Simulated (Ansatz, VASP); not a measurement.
# Hf2S in VASP and in Ansatz

```
Hf S
1.0
     3.37427    0.00000    0.00000
    -1.68714    2.92221    0.00000
     0.00000    0.00000   11.71741
Hf S
4 2
Direct
  0.66667 0.33333 0.89981
  0.33333 0.66667 0.39981
  0.66667 0.33333 0.60019
  0.33333 0.66667 0.10019
  0.00000 0.00000 0.75000
  0.00000 0.00000 0.25000
```

Alike in both runs: task single point; functional PBEsol; k mesh 6 × 6 × 1; occupations gaussian, width 0.1 eV; no spin polarisation.

|  | VASP | Ansatz |
| --- | --- | --- |
| version | VASP 6.6.1 | Ansatz 0.2.0 |
| potentials or method | VASP PAW PBE potentials, release 64 (Hf_pv, S), cutoff 520 eV | scalar-relativistic, plane waves, PAW |
| valence electrons in the cell | 52 | 116 |

```csv
,VASP,Ansatz,Ansatz less VASP
gap on the k mesh at the Fermi level (eV),none,none,-
pressure (GPa),-3.0,-2.6,+0.45
"traceless stress, the component that is largest in VASP (GPa)",1.81,1.75,-0.065
rms of the force components (eV/Å),0.176,0.179,+0.0028
```

VASP's potentials were made for PBE, not for PBEsol. Atom by atom the forces differ by 0.003 eV/Å (rms over components). A gap of «none» marks a metal or a gap that the smearing closes. VASP's potentials hold 52 valence electrons a cell and Ansatz's 116, so a difference there can come from the potentials and not from the codes.

The k mesh is coarse, so the values compare programs but aren't converged. Spin-orbit coupling is off throughout.
